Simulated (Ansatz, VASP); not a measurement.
# Two plane-wave programs on SiNi

```
Si Ni
1.0
    -5.13841    3.39706    5.59850
     5.13841   -3.39706    5.59850
     5.13841    3.39706   -5.59850
Si Ni
16 16
Direct
  0.16792 0.20337 0.78545
  0.16792 0.70337 0.28545
  0.66792 0.20337 0.28545
  0.66792 0.70337 0.78545
  0.33208 0.29663 0.21455
  0.33208 0.79663 0.71455
  0.83208 0.29663 0.71455
  0.83208 0.79663 0.21455
  0.33208 0.11753 0.53545
  0.33208 0.61753 0.03545
  0.83208 0.11753 0.03545
  0.83208 0.61753 0.53545
  0.16792 0.38247 0.46455
  0.16792 0.88247 0.96455
  0.66792 0.38247 0.96455
  0.66792 0.88247 0.46455
  0.46929 0.09849 0.87920
  0.46929 0.59849 0.37920
  0.96929 0.09849 0.37920
  0.96929 0.59849 0.87920
  0.03071 0.40151 0.12080
  0.03071 0.90151 0.62080
  0.53071 0.40151 0.62080
  0.53071 0.90151 0.12080
  0.03071 0.40992 0.62920
  0.03071 0.90992 0.12920
  0.53071 0.40992 0.12920
  0.53071 0.90992 0.62920
  0.46929 0.09008 0.37080
  0.46929 0.59008 0.87080
  0.96929 0.09008 0.87080
  0.96929 0.59008 0.37080
```

Alike in both runs: task single point; functional PBE; k mesh 1 × 1 × 1; occupations methfessel-paxton of order 1, width 0.1 eV; no spin polarisation.

|  | VASP | Ansatz |
| --- | --- | --- |
| version | VASP 6.6.1 | Ansatz 0.2.0 |
| potentials or method | VASP PAW PBE potentials, release 64 (Si, Ni), cutoff 600 eV | plane-wave PAW DFT |
| valence electrons in the cell | 224 | 352 |

```csv
,VASP,Ansatz,Ansatz less VASP
rms of the force components (eV/Å),0.191,0.191,0.0000
```

Atom by atom the forces differ by 0.006 eV/Å (rms over components). VASP's potentials hold 224 valence electrons a cell and Ansatz's 352, so a difference there can come from the potentials and not from the codes.

The k mesh is coarse, so the values compare programs but aren't converged.
